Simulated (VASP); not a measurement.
# SiC (P6_3mc) in VASP: notebook

The runs below take SiC through single point, with r2SCAN.

Everything below comes from runs of VASP 6.6.1. Logs are shortened: lines on timing, memory, paths and dates and some standing lists are left out, and cuts for length are marked.

## Step 1: The cell of the first run

It takes space group P6_3mc (No. 186, hexagonal). The conventional cell has a = 3.055 Å, b = 3.055 Å, c = 5.014 Å, α = 90.00°, β = 90.00°, γ = 120.00°. Within 2.5 Å of Si (site symmetry 3m) lie 4 C at 1.86 to 1.93 Å. C (site symmetry 3m) has 4 Si at 1.86 to 1.93 Å within 2.5 Å.

## Step 2: Single point, r2SCAN

The input, POSCAR:

```
SiC
1.0
    3.0553550827      0.0000000000      0.0000000000
   -1.5276775413      2.6460110049      0.0000000000
    0.0000000000      0.0000000000      5.0141197845
Si C
2 2
Direct
    0.3333333333      0.6666666667      0.0000000000
    0.6666666667      0.3333333333      0.5000000000
    0.3333333333      0.6666666667      0.3850000000
    0.6666666667      0.3333333333      0.8850000000
```

The input, INCAR.step1:

```
SYSTEM = SiC
ALGO = Normal
EDIFF = 1E-4
ENCUT = 520
GGA = PE
ISMEAR = 0
LASPH = .TRUE.
LCHARG = .FALSE.
LREAL = .FALSE.
LWAVE = .TRUE.
NBANDS = 16
NELM = 60
PREC = Accurate
SIGMA = 0.01
```

The input, INCAR.step2:

```
SYSTEM = SiC
ALGO = Normal
EDIFF = 1E-7
ENCUT = 520
ISIF = 2
ISMEAR = 0
ISTART = 1
LASPH = .TRUE.
LCHARG = .FALSE.
LMIXTAU = .TRUE.
LREAL = .FALSE.
LWAVE = .FALSE.
METAGGA = R2SCAN
NBANDS = 16
NELM = 60
PREC = Accurate
SIGMA = 0.01
```

The input, KPOINTS:

```
k-points
0
G
  12 12 4
  0 0 0
```

Potentials or basis: VASP PAW PBE potentials, release 64 (Si, C).

Launch:

```console
$ cat potpaw_PBE.64/Si/POTCAR potpaw_PBE.64/C/POTCAR > POTCAR
$ cp INCAR.step1 INCAR
$ mpirun -np 1 vasp_std > vasp.out
$ cp INCAR.step2 INCAR
$ mpirun -np 1 vasp_std > vasp.out
```

OUTCAR:

```text
SYSTEM = SiC
   EDIFF = 1E-7
   ENCUT = 520
   ISIF = 2
   ISMEAR = 0
   ISTART = 1
   LASPH = .TRUE.
   LREAL = .FALSE.
   METAGGA = R2SCAN
   NELM = 60
   PREC = Accurate

 ion  position               nearest neighbor table
   1  0.333  0.667  0.000-   4 1.86   4 1.86   4 1.86   3 1.93   2 3.07   2 3.07   2 3.07   2 3.07
                             2 3.07   2 3.07
   2  0.667  0.333  0.500-   3 1.86   3 1.86   3 1.86   4 1.93   1 3.07   1 3.07   1 3.07   1 3.07
                             1 3.07   1 3.07
   3  0.333  0.667  0.385-   2 1.86   2 1.86   2 1.86   1 1.93
   4  0.667  0.333  0.885-   1 1.86   1 1.86   1 1.86   2 1.93

  LATTYP: Found a hexagonal cell.
 ALAT       =     3.0553550827
 C/A-ratio  =     1.6410923277

  Lattice vectors:

 A1 = (   3.0553550827,   0.0000000000,   0.0000000000)
 A2 = (  -1.5276775413,   2.6460110049,   0.0000000000)
 A3 = (   0.0000000000,   0.0000000000,   5.0141197845)

Analysis of symmetry for initial positions (statically):
=====================================================================
 Subroutine PRICEL returns:
 Original cell was already a primitive cell.

 Routine SETGRP: Setting up the symmetry group for a
 hexagonal supercell.

 Subroutine GETGRP returns: Found 12 space group operations
 (whereof  6 operations were pure point group operations)
 out of a pool of 24 trial point group operations.

The static configuration has the point symmetry C_3v.
 The point group associated with its full space group is C_6v.

Analysis of symmetry for dynamics (positions and initial velocities):
=====================================================================
 Subroutine PRICEL returns:
 Original cell was already a primitive cell.

 Routine SETGRP: Setting up the symmetry group for a
 hexagonal supercell.

 Subroutine GETGRP returns: Found 12 space group operations
 (whereof  6 operations were pure point group operations)
 out of a pool of 24 trial point group operations.

The dynamic configuration has the point symmetry C_3v.
 The point group associated with its full space group is C_6v.

 Subroutine INISYM returns: Found 12 space group operations
 (whereof  6 operations are pure point group operations),
 and found     1 'primitive' translations

----------------------------------------------------------------------------------------

                                     Primitive cell

  volume of cell :      40.5367

[... 88 lines left out ...]
   LSORBIT =      F    spin-orbit coupling
   LASPH  =      T    aspherical Exc in radial PAW
   ENCUT  =  520.0 eV  38.22 Ry    6.18 a.u.   5.68  5.68  9.32*2*pi/ulx,y,z
   NELM   =     60;   NELMIN=  2; NELMDL=  0     # of ELM steps
   EDIFF  = 0.1E-06   stopping-criterion for ELM
   LREAL  =      F    real-space projection
   EDIFFG = 0.1E-05   stopping-criterion for IOM
   NSW    =      0    number of steps for IOM
   IBRION =     -1    ionic relax: 0-MD 1-quasi-New 2-CG
   NFREE  =      0    steps in history (QN), initial steepest desc. (CG)
   ISIF   =      2    stress and relaxation
   ISYM   =      2    0-nonsym 1-usesym 2-fastsym
   POTIM  = 0.5000    time-step for ionic-motion
   TEBEG  =    0.0;   TEEND  =   0.0 temperature during run
   PSTRESS=    0.0 pullay stress
   NELECT =      16.0000    total number of electrons
   NUPDOWN=      -1.0000    fix difference up-down
   EMIN   =  10.00;   EMAX   =-10.00  energy-range for DOS
   EFERMI =   0.00;   METHOD = LEGACY
   ISMEAR =     0;   SIGMA  =   0.01  broadening in eV -4-tet -1-fermi 0-gaus
   EFERMI_NEDOS =   21; number of points for ismear=-14 and -15
   IALGO  =     38    algorithm
   IMIX   =      4    mixing-type and parameters
     AMIX     =   0.40;   BMIX     =  1.00
     AMIX_MAG =   1.60;   BMIX_MAG =  1.00
  volume/ion in A,a.u.               =      10.13        68.39
  Fermi-wavevector in a.u.,A,eV,Ry     =   1.200878  2.269330 19.621063  1.442107
  Thomas-Fermi vector in A             =   2.336702
   LORBIT       =      0    0 simple, 1 ext, 2 COOP (PROOUT), +10 PAW based schemes
   METAGGA = R2SCAN    functional components
   LHFCALC =     F    Hartree Fock is set to
   AEXX    =    0.0000 exact exchange contribution
   IVDW    =     0    specifies the selected vdW correction
   LEPSILON=     F    determine dielectric tensor
   LRPA    =     F    only Hartree local field effects (RPA)
 non-spin polarized calculation
 Gauss-broadening in eV      SIGMA  =   0.01
  energy-cutoff  :      520.00
  volume of cell :       40.54
 maximum number of plane-waves:      1108
 NGX is ok and might be reduce to    24
   NGX = 11   NGY = 11   NGZ = 19

 number of electron      16.0000000 magnetization

 Free energy of the ion-electron system (eV)
  ---------------------------------------------------
  ext. energy  EPLUGINS =         0.00000000
  ---------------------------------------------------
  free energy    TOTEN  =       -38.58907842 eV

  energy without entropy =      -38.58907842  energy(sigma->0) =      -38.58907842

 E-fermi :   8.6032     XC(G=0): -12.0170

 val. band max:        8.5337475475   @ k =   0.0000   0.0000   0.0000
 cond. band min:      11.2031041985   @ k =   0.3333   0.3333   0.0000
 fundamental gap:      2.6693566510
 Fermi energy:         8.6032250356

 k-point     1 :       0.0000    0.0000    0.0000
  band No.  band energies     occupation
      1      -8.1513      2.00000
      2      -4.5073      2.00000
      3      -0.5821      2.00000
      4       6.8777      2.00000
      5       6.8778      2.00000
      6       8.2379      2.00000
[... 433 lines left out ...]
      3       0.8722      2.00000
      4       2.7866      2.00000
      5       3.2635      2.00000
      6       5.4014      2.00000
[... 8 lines left out ...]
     15      21.0631      0.00000
     16      21.2052      0.00000

 [... further k-points ...]
[... 5 lines left out ...]
  --------------------------------------------------------------------------------------
  -------------------------------------------------------------------------------------
  Total        1.6262229      1.6262178      0.3685779      0.0000000      0.0000000      0.0000000
  in kB       64.2750769     64.2748771     14.5677299      0.0000000      0.0000000      0.0000000
  external PRESSURE =      47.7058946 kB  Pullay stress =       0.0000000 kB

 VOLUME and BASIS-vectors are now :
 -----------------------------------------------------------------------------
  energy-cutoff  :      520.00
  volume of cell :       40.54
      direct lattice vectors                 reciprocal lattice vectors
     3.055355083  0.000000000  0.000000000     0.327294201  0.188963689  0.000000000
    -1.527677541  2.646011005  0.000000000     0.000000000  0.377927378  0.000000000
     0.000000000  0.000000000  5.014119785     0.000000000  0.000000000  0.199436799

 POSITION                                       TOTAL-FORCE (eV/Angst)
 -----------------------------------------------------------------------------------
     -0.00000      1.76401      0.00000        -0.000000     -0.000000      0.802523
      1.52768      0.88200      2.50706        -0.000000     -0.000000      0.802523
     -0.00000      1.76401      1.93044         0.000000     -0.000000     -0.802523
      1.52768      0.88200      4.43750        -0.000000      0.000000     -0.802523
 -----------------------------------------------------------------------------------
    total drift:                                0.000000      0.000000      0.000457

  FREE ENERGIE OF THE ION-ELECTRON SYSTEM (eV)
  ---------------------------------------------------
  free  energy   TOTEN  =       -38.5890784180 eV

  energy  without entropy=      -38.5890784180  energy(sigma->0) =      -38.58907842
```

It took 3.2 min on 1 thread of Intel Xeon 8259CL, shared host; peak memory 0.18 GiB.

Results:

* Free energy: -38.5891 eV
* Pressure: 4.8 GPa
* Largest force: 0.803 eV/Å
* Band gap on the k mesh: 2.67 eV (least direct gap 4.64 eV)

Forces on the atoms (eV/Å):
```
Si   0.000  0.000  0.803
Si   0.000  0.000  0.803
C    0.000  0.000 -0.803
C    0.000  0.000 -0.803
```

Levels at points of the mesh, in eV from the valence-band top:
```tsv
k point	band 5	band 6	band 7	band 8	band 9	band 10	band 11	band 12
(0.00, 0.00, 0.00)	-1.66	-0.30	-0.30	0.00	5.37	6.79	7.14	7.14
(0.50, 0.00, 0.00)	-5.70	-3.76	-3.40	-1.57	3.07	4.66	7.48	7.79
(0.00, 0.00, 0.50)	-1.03	-1.03	-1.03	-1.03	6.49	6.49	7.82	7.82
(0.50, 0.00, 0.50)	-2.85	-2.85	-2.48	-2.48	3.64	3.64	5.61	5.61
```

Caveat: the cell stands under pressure; the PAW data sets were made with another functional, which shifts forces and pressure a little. A k mesh can miss the band edges.

## Step 3: Single point, r2SCAN

This run uses another cell than the first one, of 10.34 Å³/atom.

The input, POSCAR:

```
SiC
1.0
    3.0760000000      0.0000000000      0.0000000000
   -1.5380000000      2.6638900000      0.0000000000
    0.0000000000      0.0000000000      5.0480000000
Si C
2 2
Direct
    0.3333333333      0.6666666667      0.0000000000
    0.6666666667      0.3333333333      0.5000000000
    0.3333333333      0.6666666667      0.3850000000
    0.6666666667      0.3333333333      0.8850000000
```

The input, INCAR.step1:

```
SYSTEM = SiC
PREC     = Accurate       ! precision mode
ENCUT    = 520            ! plane-wave cutoff, eV
ISMEAR   = 0              ! smearing method
SIGMA    = 0.01           ! smearing width, eV
LREAL    = .False.        ! projectors in reciprocal space
LASPH    = .True.         ! aspherical terms in the spheres
NELM     = 100            ! most SCF steps
NBANDS   = 16             ! bands
GGA      = PE             ! functional
ALGO     = Normal         ! electronic algorithm
EDIFF    = 1E-4           ! SCF threshold, eV
LWAVE    = .True.         ! write WAVECAR
LCHARG   = .False.        ! write CHGCAR
```

The input, INCAR.step2:

```
SYSTEM = SiC
PREC     = Accurate       ! precision mode
ENCUT    = 520            ! plane-wave cutoff, eV
EDIFF    = 1E-7           ! SCF threshold, eV
ISMEAR   = 0              ! smearing method
SIGMA    = 0.01           ! smearing width, eV
LREAL    = .False.        ! projectors in reciprocal space
LASPH    = .True.         ! aspherical terms in the spheres
NELM     = 100            ! most SCF steps
ALGO     = Normal         ! electronic algorithm
ISIF     = 2              ! what is computed and relaxed
LWAVE    = .False.        ! write WAVECAR
LCHARG   = .False.        ! write CHGCAR
METAGGA  = R2SCAN         ! meta-GGA
LMIXTAU  = .True.       
NBANDS   = 16             ! bands
ISTART   = 1
```

The input, KPOINTS:

```
regular mesh
0
Gamma
  12 12 4
  0 0 0
```

Potentials or basis: VASP PAW PBE potentials, release 64 (Si, C).

Launch:

```console
$ cat potpaw_PBE.64/Si/POTCAR potpaw_PBE.64/C/POTCAR > POTCAR
$ cp INCAR.step1 INCAR
$ mpirun -np 1 vasp_std > vasp.out
$ cp INCAR.step2 INCAR
$ mpirun -np 1 vasp_std > vasp.out
```

Run time: 3.4 min. Hardware: 1 thread of Intel Xeon 8259CL, shared host; peak memory 0.18 GiB.

Results (log left out):

```
Free energy            : -38.6015 eV
Pressure               : 0.0 GPa
Largest force          : 0.770 eV/Å
Band gap on the k mesh : 2.70 eV (least direct gap 4.59 eV)
```

Forces on the atoms (eV/Å):
```
Si   0.000  0.000  0.770
Si   0.000  0.000  0.770
C    0.000  0.000 -0.770
C    0.000  0.000 -0.770
```

Stress tensor (GPa, compression positive):
```
 1.37  0.00  0.00
 0.00  1.37  0.00
 0.00  0.00 -2.74
```

Levels at points of the mesh, in eV from the valence-band top:
```
           k point  band 6  band 7  band 8  band 9  band 10  band 11
(0.00, 0.00, 0.00)   -0.30   -0.30    0.00    5.18     6.57     7.01
(0.50, 0.00, 0.00)   -3.72   -3.34   -1.57    3.02     4.63     7.32
(0.00, 0.00, 0.50)   -1.02   -1.02   -1.02    6.29     6.29     7.70
(0.50, 0.00, 0.50)   -2.82   -2.46   -2.46    3.59     3.59     5.51
```

Caveat: the PAW data sets were made with another functional, which shifts forces and pressure a little.
